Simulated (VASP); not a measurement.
# Al2SbP3 (P1) in VASP: single point with PBEsol

Aim: the single point of Al2SbP3 with PBEsol.

All numbers are computed with VASP 6.6.1; they aren't measurements. Logs are shortened: lines on timing, memory, paths and dates and some standing lists are left out, and cuts for length are marked.

## (1) The cell of the first run

The typed cell holds 6 atoms: a = 7.991 Å, b = 8.057 Å, c = 7.991 Å, α = 160.00°, β = 141.64°, γ = 43.48°.

## (2) Single point, PBEsol

INCAR

```
SYSTEM = Al2SbP3
ALGO = Normal ; EDIFF = 1E-6
ENCUT = 520 ; GGA = PS
ISIF = 2 ; ISMEAR = -1
LASPH = .True. ; LCHARG = .False.
LREAL = .False. ; LWAVE = .False.
NBANDS = 22 ; NELM = 100
PREC = Accurate ; SIGMA = 0.05
```

KPOINTS

```
k-points
0
Gamma
  8 8 8
  0 0 0
```

POSCAR

```
Al2SbP3
1.0
   -1.2959186012      2.6264627689      7.4349700397
    1.4910638720     -2.6246219963      7.4703199456
    1.2965422494      2.6247863831     -7.4354416510
Al Sb P
2 1 3
Direct
    0.8291296124      0.6613140028      0.8353012531
    0.1733130537      1.0143102913      0.8442492318
    0.5011919422     -0.1633658002      0.3385700020
    0.0012384772     -0.1642984416     -0.1623915734
    0.3182359220      0.6470825712      0.3320311236
    0.6842343701      0.0285053155      0.3475377338
```

Potentials or basis: VASP PAW PBE potentials, release 64 (Al, Sb, P).

Launch:

```console
cat potpaw_PBE.64/Al/POTCAR potpaw_PBE.64/Sb/POTCAR potpaw_PBE.64/P/POTCAR > POTCAR
mpirun -np 1 vasp_std > vasp.out
```

OUTCAR:

```text
SYSTEM = Al2SbP3
   EDIFF = 1E-6
   ENCUT = 520
   GGA = PS
   ISIF = 2
   ISMEAR = -1
   LASPH = .True.
   LREAL = .False.
   NELM = 100
   PREC = Accurate

 ion  position               nearest neighbor table
   1  0.829  0.661  0.835-   6 2.56   4 2.57   6 2.58   5 2.63   5 2.63
   2  0.173  0.014  0.844-   5 2.56   4 2.56   5 2.58   6 2.63   6 2.63
   3  0.501  0.837  0.339-   4 2.63   4 2.63   5 2.73   6 2.73
   4  0.001  0.836  0.838-   2 2.56   1 2.57   3 2.63   3 2.63
   5  0.318  0.647  0.332-   2 2.56   2 2.58   1 2.63   1 2.63   3 2.73
   6  0.684  0.029  0.348-   1 2.56   1 2.58   2 2.63   2 2.63   3 2.73

  LATTYP: Found a triclinic cell.
 ALAT       =     7.9910148233
 B/A-ratio  =     0.6571442209
 C/A-ratio  =     0.3488698715
 COS(alpha) =     0.0001765950
 COS(beta)  =     0.1506155639
 COS(gamma) =     0.3285700457

  Lattice vectors:

 A1 = (   1.2965422494,   2.6247863831,  -7.4354416510)
 A2 = (   0.0006236482,   5.2512491520,  -0.0004716113)
 A3 = (   2.7876061214,   0.0001643868,   0.0348782946)

Analysis of symmetry for initial positions (statically):
=====================================================================
 Subroutine PRICEL returns:
 Original cell was already a primitive cell.

 Routine SETGRP: Setting up the symmetry group for a
 triclinic supercell.

 Subroutine GETGRP returns: Found  1 space group operations
 (whereof  1 operations were pure point group operations)
 out of a pool of  2 trial point group operations.

The static configuration has the point symmetry C_1 .

Analysis of symmetry for dynamics (positions and initial velocities):
=====================================================================
 Subroutine PRICEL returns:
 Original cell was already a primitive cell.

 Routine SETGRP: Setting up the symmetry group for a
 triclinic supercell.

 Subroutine GETGRP returns: Found  1 space group operations
 (whereof  1 operations were pure point group operations)
 out of a pool of  2 trial point group operations.

The dynamic configuration has the point symmetry C_1 .

 Subroutine INISYM returns: Found  1 space group operations
 (whereof  1 operations are pure point group operations),
 and found     1 'primitive' translations

----------------------------------------------------------------------------------------

                                     Primitive cell

  volume of cell :     109.0770

  direct lattice vectors                    reciprocal lattice vectors
    -1.295918601  2.626462769  7.434970040    -0.000850503  0.190437006  0.067077891
     1.491063872 -2.624621996  7.470319946     0.357949948 -0.000036906  0.062403873
     1.296542249  2.624786383 -7.435441651     0.358778576  0.190387847 -0.004720767

  length of vectors
     7.991025666  8.057145412  7.991014823     0.201906959  0.363348882  0.406191931

  position of ions in fractional coordinates (direct lattice)
     0.829129612  0.661314003  0.835301253
     0.173313054  0.014310291  0.844249232
     0.501191942  0.836634200  0.338570002
     0.001238477  0.835701558  0.837608427
     0.318235922  0.647082571  0.332031124
     0.684234370  0.028505315  0.347537734

  ion indices of the primitive-cell ions
   primitive index   ion index
                 1           1
                 2           2
                 3           3
                 4           4
                 5           5
                 6           6

----------------------------------------------------------------------------------------

 KPOINTS: k-points

Automatic generation of k-mesh.
 Grid dimensions read from file:
 generate k-points for:    8    8    8

 Generating k-lattice:

  Cartesian coordinates                     Fractional coordinates (reciprocal lattice)
    -0.000106313  0.023804626  0.008384736     0.125000000  0.000000000  0.000000000
     0.044743743 -0.000004613  0.007800484     0.000000000  0.125000000 -0.000000000
     0.044847322  0.023798481 -0.000590096    -0.000000000  0.000000000  0.125000000

  Length of vectors
     0.025238370  0.045418610  0.050773991

  Shift w.r.t. Gamma in fractional coordinates (k-lattice)
     0.000000000  0.000000000  0.000000000

 Subroutine IBZKPT returns following result:
 ===========================================

 Found    260 irreducible k-points:

 Following reciprocal coordinates:
            Coordinates               Weight
  0.000000  0.000000  0.000000      1.000000
  0.125000  0.000000  0.000000      2.000000
  0.250000  0.000000  0.000000      2.000000
  0.375000  0.000000  0.000000      2.000000
  0.500000  0.000000  0.000000      1.000000
  0.000000  0.125000 -0.000000      2.000000
[... 16 lines left out ...]
  0.125000  0.375000  0.000000      2.000000
  0.250000  0.375000 -0.000000      2.000000
 [... further k-points ...]
   k-points           NKPTS =    260   k-points in BZ     NKDIM =    260   number of bands    NBANDS=     22
   number of dos      NEDOS =    301   number of ions     NIONS =      6
   total plane-waves  NPLWV = 216000
   dimension x,y,z NGX =    60 NGY =   60 NGZ =   60
   dimension x,y,z NGXF=   120 NGYF=  120 NGZF=  120
   ions per type =               2   1   3
   NGX,Y,Z   is equivalent  to a cutoff of  12.48, 12.38, 12.48 a.u.
   NGXF,Y,Z  is equivalent  to a cutoff of  24.96, 24.76, 24.96 a.u.
 SYSTEM =  Al2SbP3
   PREC   = accura    normal or accurate (medium, high low for compatibility)
   ISTART =      0    job   : 0-new  1-cont  2-samecut
   ICHARG =      2    charge: 1-file 2-atom 10-const
   ISPIN  =      1    spin polarized calculation?
   LNONCOLLINEAR =      F non collinear calculations
   LSORBIT =      F    spin-orbit coupling
   LASPH  =      T    aspherical Exc in radial PAW
   ENCUT  =  520.0 eV  38.22 Ry    6.18 a.u.  14.86 14.98 14.86*2*pi/ulx,y,z
   NELM   =    100;   NELMIN=  2; NELMDL= -5     # of ELM steps
   EDIFF  = 0.1E-05   stopping-criterion for ELM
   LREAL  =      F    real-space projection
   EDIFFG = 0.1E-04   stopping-criterion for IOM
   NSW    =      0    number of steps for IOM
   IBRION =     -1    ionic relax: 0-MD 1-quasi-New 2-CG
   NFREE  =      0    steps in history (QN), initial steepest desc. (CG)
   ISIF   =      2    stress and relaxation
   ISYM   =      2    0-nonsym 1-usesym 2-fastsym
   POTIM  = 0.5000    time-step for ionic-motion
   TEBEG  =    0.0;   TEEND  =   0.0 temperature during run
   PSTRESS=    0.0 pullay stress
   NELECT =      26.0000    total number of electrons
   NUPDOWN=      -1.0000    fix difference up-down
   EMIN   =  10.00;   EMAX   =-10.00  energy-range for DOS
   EFERMI =   0.00;   METHOD = LEGACY
   ISMEAR =    -1;   SIGMA  =   0.05  broadening in eV -4-tet -1-fermi 0-gaus
   EFERMI_NEDOS =   21; number of points for ismear=-14 and -15
   IALGO  =     38    algorithm
   IMIX   =      4    mixing-type and parameters
     AMIX     =   0.40;   BMIX     =  1.00
     AMIX_MAG =   1.60;   BMIX_MAG =  1.00
  volume/ion in A,a.u.               =      18.18       122.68
  Fermi-wavevector in a.u.,A,eV,Ry     =   1.015052  1.918170 14.018491  1.030330
  Thomas-Fermi vector in A             =   2.148315
   LORBIT       =      0    0 simple, 1 ext, 2 COOP (PROOUT), +10 PAW based schemes
   GGA     = PS    functional components
   LHFCALC =     F    Hartree Fock is set to
   AEXX    =    0.0000 exact exchange contribution
   IVDW    =     0    specifies the selected vdW correction
   LEPSILON=     F    determine dielectric tensor
   LRPA    =     F    only Hartree local field effects (RPA)
 non-spin polarized calculation
  energy-cutoff  :      520.00
  volume of cell :      109.08
 maximum number of plane-waves:      2961
   NGX = 29   NGY = 29   NGZ = 29

 number of electron      25.9999999 magnetization

 Free energy of the ion-electron system (eV)
  ---------------------------------------------------
  ext. energy  EPLUGINS =         0.00000000
  ---------------------------------------------------
  free energy    TOTEN  =       -29.81308892 eV

  energy without entropy =      -29.79572397  energy(sigma->0) =      -29.80440645

 E-fermi :   8.0936     XC(G=0): -10.4964

 val. band max:        8.0933506225   @ k =   0.0000  -0.1250   0.2500
 cond. band min:       8.0941930260   @ k =  -0.2500   0.1250  -0.0000
 fundamental gap:      0.0008424035
 Fermi energy:         8.0936307846

 k-point     1 :       0.0000    0.0000    0.0000
  band No.  band energies     occupation
      1      -6.0962      2.00000
      2      -4.2842      2.00000
      3      -3.3332      2.00000
      4      -1.4731      2.00000
      5       0.5216      2.00000
      6       1.3709      2.00000
[... 14 lines left out ...]
     21      14.9325      0.00000
     22      15.3379      0.00000

 k-point     2 :       0.1250    0.0000    0.0000
  band No.  band energies     occupation
      1      -6.0143      2.00000
      2      -4.2650      2.00000
      3      -3.3528      2.00000
      4      -1.9043      2.00000
      5       0.2675      2.00000
      6       1.9730      2.00000
[... 14 lines left out ...]
     21      15.0579      0.00000
     22      15.8402      0.00000

 k-point     3 :       0.2500    0.0000    0.0000
  band No.  band energies     occupation
      1      -5.7729      2.00000
      2      -4.2041      2.00000
      3      -3.5208      2.00000
      4      -2.5976      2.00000
      5       0.0268      2.00000
      6       2.4950      2.00000
[... 14 lines left out ...]
     21      14.8288      0.00000
     22      15.6855      0.00000
[... 476 lines left out ...]
 k-point    23 :       0.1250    0.3750    0.0000
  band No.  band energies     occupation
      1      -3.6258      2.00000
      2      -2.3589      2.00000
      3      -1.2106      2.00000
      4       0.6328      2.00000
      5       2.5751      2.00000
      6       2.8555      2.00000
[... 14 lines left out ...]
     21      12.3647      0.00000
     22      12.7497      0.00000

 k-point    24 :       0.2500    0.3750   -0.0000
  band No.  band energies     occupation
      1      -3.3625      2.00000
      2      -2.3415      2.00000
      3      -1.4667      2.00000
      4       0.0723      2.00000
      5       2.6320      2.00000
      6       2.7912      2.00000
[... 14 lines left out ...]
     21      12.8459      0.00000
     22      12.9391      0.00000

 [... further k-points ...]

------------------------ aborting loop because EDIFF is reached ----------------------------------------

  FORCE on cell =-STRESS in cart. coord.  units (eV):
  Direction    XX          YY          ZZ          XY          YZ          ZX
  --------------------------------------------------------------------------------------
  -------------------------------------------------------------------------------------
  Total        0.1252994      0.1441898      0.0952520     -0.0029619     -0.0011486     -0.0057095
  in kB        1.8404588      2.1179304      1.3991084     -0.0435055     -0.0168706     -0.0838635
  external PRESSURE =       1.7858325 kB  Pullay stress =       0.0000000 kB

 VOLUME and BASIS-vectors are now :
 -----------------------------------------------------------------------------
  energy-cutoff  :      520.00
  volume of cell :      109.08
      direct lattice vectors                 reciprocal lattice vectors
    -1.295918601  2.626462769  7.434970040    -0.000850503  0.190437006  0.067077891
     1.491063872 -2.624621996  7.470319946     0.357949948 -0.000036906  0.062403873
     1.296542249  2.624786383 -7.435441651     0.358778576  0.190387847 -0.004720767

 POSITION                                       TOTAL-FORCE (eV/Angst)
 -----------------------------------------------------------------------------------
      0.99458      2.63447      4.89395        -0.000183      0.000326     -0.000858
      0.89134      2.63362     -4.88189        -0.000356     -0.000138      0.001068
      1.03694      0.00919      7.45885         0.000225      0.000319      0.000189
      2.33047      0.00840      0.02418         0.001096      0.000080     -0.001156
      0.98293      0.00900      4.73119        -0.000906     -0.000126     -0.007677
     -0.39361      2.63451      2.71611         0.000124     -0.000461      0.008434
 -----------------------------------------------------------------------------------
    total drift:                                0.000000      0.000057     -0.000016

  FREE ENERGIE OF THE ION-ELECTRON SYSTEM (eV)
  ---------------------------------------------------
  free  energy   TOTEN  =       -29.8130889224 eV

  energy  without entropy=      -29.7957239698  energy(sigma->0) =      -29.80440645
```

Run time: 17 min. Hardware: 1 thread of Intel Xeon Platinum 8488C (Sapphire Rapids), shared host; peak memory 0.89 GiB.

Results:

- Free energy: -29.8131 eV
- Pressure: 0.2 GPa
- Largest force: 0.008 eV/Å
- Band gap on the k mesh: zero (bands 13 and 14 overlap by 4.70 eV)

Forces on the atoms (eV/Å):
```
Al   0.000  0.000 -0.001
Al   0.000  0.000  0.001
Sb   0.000  0.000  0.000
P    0.001  0.000 -0.001
P   -0.001  0.000 -0.008
P    0.000  0.000  0.008
```

Caveat: the PAW data sets were made with another functional, which shifts forces and pressure a little; spin-orbit coupling is left out, which moves the levels of the heavy elements.
